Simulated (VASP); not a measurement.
# PbS in VASP: single point with PBEsol

Aim: the single point of PbS with PBEsol.

Program: VASP 6.6.1. These are calculated values, not measurements. Logs are shortened: lines on timing, memory, paths and dates and some standing lists are left out, and cuts for length are marked.

**1. The cell of the first run**

The cell holds a slab with vacuum, 4 atoms: a = 4.220 Å, b = 4.220 Å, c = 22.306 Å, α = 93.81°, β = 93.81°, γ = 90.05°.

**2. Single point, PBEsol (one atom moved)**

Contents of INCAR:

```
ALGO = Normal ; EDIFF = 1E-6
ENCUT = 520 ; GGA = PS
ISIF = 2 ; ISMEAR = 0
LASPH = T ; LCHARG = T
LELF = T ; LREAL = F
LVHAR = T ; LWAVE = F
NBANDS = 28 ; NELM = 100
PREC = Accurate ; SIGMA = 0.02
```

Contents of KPOINTS:

```
k-points
0
Gamma
  6 6 2
```

Contents of POSCAR:

```
PbS
1.0
    2.9828237909     -2.9853071100      0.0000000000
    2.9828237909      2.9853071100      0.0000000000
   -2.0983282922      0.0000000000     22.2066715542
Pb S
2 2
Direct
    0.7325607200      0.7221167300      0.9356984400
    0.2778832700      0.2674392800      0.0643015600
    0.2412928624      0.3043332941      0.9469519147
    0.7842103300      0.7540543200      0.0556270400
```

Potentials or basis: VASP PAW PBE potentials, release 64 (Pb_d, S).

Started as:

```bash
$ cat potpaw_PBE.64/Pb_d/POTCAR potpaw_PBE.64/S/POTCAR > POTCAR
$ mpirun -np 1 vasp_std > vasp.out
```

OUTCAR:

```text
EDIFF = 1E-6
   ENCUT = 520
   GGA = PS
   ISIF = 2
   ISMEAR = 0
   LASPH = T
   LREAL = F
   NELM = 100
   PREC = Accurate

 ion  position               nearest neighbor table
   1  0.733  0.722  0.936-   4 2.66   3 2.76   3 2.79   3 3.22   3 3.25   2 4.13   2 4.13   2 4.13
                             2 4.13
   2  0.278  0.267  0.064-   3 2.63   4 2.93   4 2.99   4 2.99   4 3.05   1 4.13   1 4.13   1 4.13
                             1 4.13
   3  0.241  0.304  0.947-   2 2.63   1 2.76   1 2.79   1 3.22   1 3.25
   4  0.784  0.754  0.056-   1 2.66   2 2.93   2 2.99   2 2.99   2 3.05

  LATTYP: Found a base centered monoclinic cell.
 ALAT       =     5.9656475818
 B/A-ratio  =     1.0008325397
 C/A-ratio  =     3.7390052639
 COS(beta)  =    -0.0940718675

  Lattice vectors:

 A1 = (   2.9828237909,  -2.9853071100,   0.0000000000)
 A2 = (   2.9828237909,   2.9853071100,   0.0000000000)
 A3 = (  -2.0983282922,   0.0000000000,  22.2066715542)

Analysis of symmetry for initial positions (statically):
=====================================================================
 Subroutine PRICEL returns:
 Original cell was already a primitive cell.

 Routine SETGRP: Setting up the symmetry group for a
 base centered monoclinic supercell.

 Subroutine GETGRP returns: Found  1 space group operations
 (whereof  1 operations were pure point group operations)
 out of a pool of  4 trial point group operations.

The static configuration has the point symmetry C_1 .

Analysis of symmetry for dynamics (positions and initial velocities):
=====================================================================
 Subroutine PRICEL returns:
 Original cell was already a primitive cell.

 Routine SETGRP: Setting up the symmetry group for a
 base centered monoclinic supercell.

 Subroutine GETGRP returns: Found  1 space group operations
 (whereof  1 operations were pure point group operations)
 out of a pool of  4 trial point group operations.

The dynamic configuration has the point symmetry C_1 .

 Subroutine INISYM returns: Found  1 space group operations
 (whereof  1 operations are pure point group operations),
 and found     1 'primitive' translations

----------------------------------------------------------------------------------------

                                     Primitive cell

[... 92 lines left out ...]
   ENCUT  =  520.0 eV  38.22 Ry    6.18 a.u.   7.85  7.85 41.47*2*pi/ulx,y,z
   NELM   =    100;   NELMIN=  2; NELMDL= -5     # of ELM steps
   EDIFF  = 0.1E-05   stopping-criterion for ELM
   LREAL  =      F    real-space projection
   EDIFFG = 0.1E-04   stopping-criterion for IOM
   NSW    =      0    number of steps for IOM
   IBRION =     -1    ionic relax: 0-MD 1-quasi-New 2-CG
   NFREE  =      0    steps in history (QN), initial steepest desc. (CG)
   ISIF   =      2    stress and relaxation
   ISYM   =      2    0-nonsym 1-usesym 2-fastsym
   POTIM  = 0.5000    time-step for ionic-motion
   TEBEG  =    0.0;   TEEND  =   0.0 temperature during run
   PSTRESS=    0.0 pullay stress
   NELECT =      40.0000    total number of electrons
   NUPDOWN=      -1.0000    fix difference up-down
   EMIN   =  10.00;   EMAX   =-10.00  energy-range for DOS
   EFERMI =   0.00;   METHOD = LEGACY
   ISMEAR =     0;   SIGMA  =   0.02  broadening in eV -4-tet -1-fermi 0-gaus
   EFERMI_NEDOS =   21; number of points for ismear=-14 and -15
   IALGO  =     38    algorithm
   IMIX   =      4    mixing-type and parameters
     AMIX     =   0.40;   BMIX     =  1.00
     AMIX_MAG =   1.60;   BMIX_MAG =  1.00
  volume/ion in A,a.u.               =      98.87       667.22
  Fermi-wavevector in a.u.,A,eV,Ry     =   0.762755  1.441397  7.915795  0.581794
  Thomas-Fermi vector in A             =   1.862286
   LORBIT       =      0    0 simple, 1 ext, 2 COOP (PROOUT), +10 PAW based schemes
   GGA     = PS    functional components
   LHFCALC =     F    Hartree Fock is set to
   AEXX    =    0.0000 exact exchange contribution
   IVDW    =     0    specifies the selected vdW correction
   LEPSILON=     F    determine dielectric tensor
   LRPA    =     F    only Hartree local field effects (RPA)
 non-spin polarized calculation
 Gauss-broadening in eV      SIGMA  =   0.02
  energy-cutoff  :      520.00
  volume of cell :      395.49
 maximum number of plane-waves:     10683
   NGX = 15   NGY = 15   NGZ = 83

 number of electron      39.9999998 magnetization

 Free energy of the ion-electron system (eV)
  ---------------------------------------------------
  ext. energy  EPLUGINS =         0.00000000
  ---------------------------------------------------
  free energy    TOTEN  =       -18.40837982 eV

  energy without entropy =      -18.40837982  energy(sigma->0) =      -18.40837982

 E-fermi :  -1.9932     XC(G=0):  -3.0785

 val. band max:       -2.0830126136   @ k =   0.5000   0.0000   0.5000
 cond. band min:      -0.2826396877   @ k =   0.5000   0.0000   0.5000
 fundamental gap:      1.8003729259
 Fermi energy:        -1.9931880732

 k-point     1 :       0.0000    0.0000    0.0000
  band No.  band energies     occupation
      1     -18.2729      2.00000
      2     -18.1575      2.00000
      3     -18.1363      2.00000
      4     -18.1304      2.00000
      5     -18.1281      2.00000
      6     -18.1001      2.00000
[... 733 lines left out ...]
     27       3.3613      0.00000
     28       3.4727      0.00000

 [... further k-points ...]

------------------------ aborting loop because EDIFF is reached ----------------------------------------

  FORCE on cell =-STRESS in cart. coord.  units (eV):
  Direction    XX          YY          ZZ          XY          YZ          ZX
  --------------------------------------------------------------------------------------
  -------------------------------------------------------------------------------------
  Total       -0.5357670     -0.6863643      0.4415600     -0.0816332      0.6137552      0.5222139
  in kB       -2.1704835     -2.7805788      1.7888346     -0.3307100      2.4864269      2.1155776
  external PRESSURE =      -1.0540759 kB  Pullay stress =       0.0000000 kB

 VOLUME and BASIS-vectors are now :
 -----------------------------------------------------------------------------
  energy-cutoff  :      520.00
  volume of cell :      395.49
      direct lattice vectors                 reciprocal lattice vectors
     2.982823791 -2.985307110  0.000000000     0.167626395 -0.167486956  0.015839168
     2.982823791  2.985307110  0.000000000     0.167626395  0.167486956  0.015839168
    -2.098328292  0.000000000 22.206671554     0.000000000  0.000000000  0.045031512

 POSITION                                       TOTAL-FORCE (eV/Angst)
 -----------------------------------------------------------------------------------
      2.37564     -0.03118     20.77875         0.193065      0.147928      0.142513
      1.49168     -0.03118      1.42792        -0.029850     -0.034386      0.148555
     -0.35951      0.18820     21.02865        -0.431594     -0.420270     -0.347972
      4.47165     -0.09002      1.23529         0.268379      0.306728      0.056904
 -----------------------------------------------------------------------------------
    total drift:                               -0.000257      0.000351     -0.000028

  FREE ENERGIE OF THE ION-ELECTRON SYSTEM (eV)
  ---------------------------------------------------
  free  energy   TOTEN  =       -18.4083798242 eV

  energy  without entropy=      -18.4083798242  energy(sigma->0) =      -18.40837982
```

stdout:

```text
POSCAR found type information on POSCAR PbS
 POSCAR found :  2 types and       4 ions
 scaLAPACK will be used
 -----------------------------------------------------------------------------
|                                                                             |
|                                                                             |
|     You enforced a specific xc type in the INCAR file but a different       |
|     I HOPE YOU KNOW WHAT YOU ARE DOING!                                     |
|                                                                             |
 -----------------------------------------------------------------------------

 LDA part: xc-table for (Slater+PW92), standard interpolation
 POSCAR, INCAR and KPOINTS ok, starting setup
 FFT: planning ... GRIDC
 FFT: planning ... GRID_SOFT
 FFT: planning ... GRID
 WAVECAR not read
 entering main loop
```

Run time: 14 min. Hardware: 1 thread of Intel Xeon 8259CL, shared host; peak memory 0.65 GiB.

What came out:

* Free energy: -18.4084 eV
* Largest force: 0.696 eV/Å
* Band gap on the k mesh: 1.80 eV

Forces on the atoms (eV/Å):
```
Pb   0.193  0.148  0.143
Pb  -0.030 -0.034  0.149
S   -0.432 -0.420 -0.348
S    0.268  0.307  0.057
```

Caveat: the cell differs from its parent crystal (one atom moved); the PAW data sets were made with another functional, which shifts forces and pressure a little; spin-orbit coupling is left out, which moves the levels of the heavy elements.
